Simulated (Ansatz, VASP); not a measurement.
**TaAs: VASP beside Ansatz**

File INCAR:

```
SYSTEM = TaAs
  ALGO = Normal
  EDIFF = 1E-6
  ENCUT = 520
  GGA = CA
  ISIF = 2
  ISMEAR = -1
  LASPH = .TRUE.
  LCHARG = .FALSE.
  LREAL = .FALSE.
  LWAVE = .FALSE.
  NBANDS = 24
  NELM = 80
  PREC = Accurate
  SIGMA = 0.05
```

KPOINTS

```
k-points
0
G
  11 11 11
  0 0 0
```

POSCAR

```
TaAs
1.0
   -1.7218133622      1.7218133622      5.8679415361
    1.7218133622     -1.7218133622      5.8679415361
    1.7218133622      1.7218133622     -5.8679415361
Ta As
2 2
Direct
    0.4999673000      0.4999673000      0.0000000000
    0.2499673000      0.7499673000      0.5000000000
    0.0826321200      0.0826321200      0.0000000000
    0.8326321200      0.3326321200      0.5000000000
```

input.yaml

```yaml
crystal:
  lattice:
    - [-1.7218133622, 1.7218133622, 5.8679415361]
    - [1.7218133622, -1.7218133622, 5.8679415361]
    - [1.7218133622, 1.7218133622, -5.8679415361]
  atoms:
    - { symbol: Ta, position: [0.4999673, 0.4999673, 0.0] }
    - { symbol: Ta, position: [0.2499673, 0.7499673, 0.5] }
    - { symbol: As, position: [0.08263212, 0.08263212, 0.0] }
    - { symbol: As, position: [0.83263212, 0.33263212, 0.5] }
kpoints:
  mp_grid: { grid: [11, 11, 11] }
scf:
  occupations: { method: fermi_dirac, width: 0.05 }
hamiltonian:
  xc: lda
  pseudopotentials: { kind: all_electron, lapw: { basis_error: 0.002 } }
output:
  forces: true
  stress: true
  eigenvalues: true
```

Alike in both runs: task single point; functional LDA; k mesh 11 × 11 × 11; occupations fermi-dirac, width 0.05 eV; no spin polarisation.

|  | VASP | Ansatz |
| --- | --- | --- |
| version | VASP 6.6.1 | Ansatz 0.2.0 |
| potentials or method | VASP PAW LDA potentials, release 64 (Ta_pv, As), cutoff 520 eV | all-electron LAPW, scalar-relativistic |

```tsv
	VASP	Ansatz	Ansatz less VASP
gap on the k mesh at the Fermi level (eV)	none	none	-
pressure (GPa)	-6.6	-7.5	-0.93
traceless stress, the component that is largest in VASP (GPa)	-0.11	-0.01	+0.100
rms of the force components (eV/Å)	0.013	0.010	-0.0028
```

LDA's correlation is that of Perdew and Zunger in VASP and of Perdew and Wang (1992) in Ansatz. Atom by atom the forces differ by 0.003 eV/Å (rms over components). A gap of «none» marks a metal or a gap that the smearing closes. Ansatz ran all-electron here, and VASP with PAW potentials.

Neither program's run includes spin-orbit coupling.
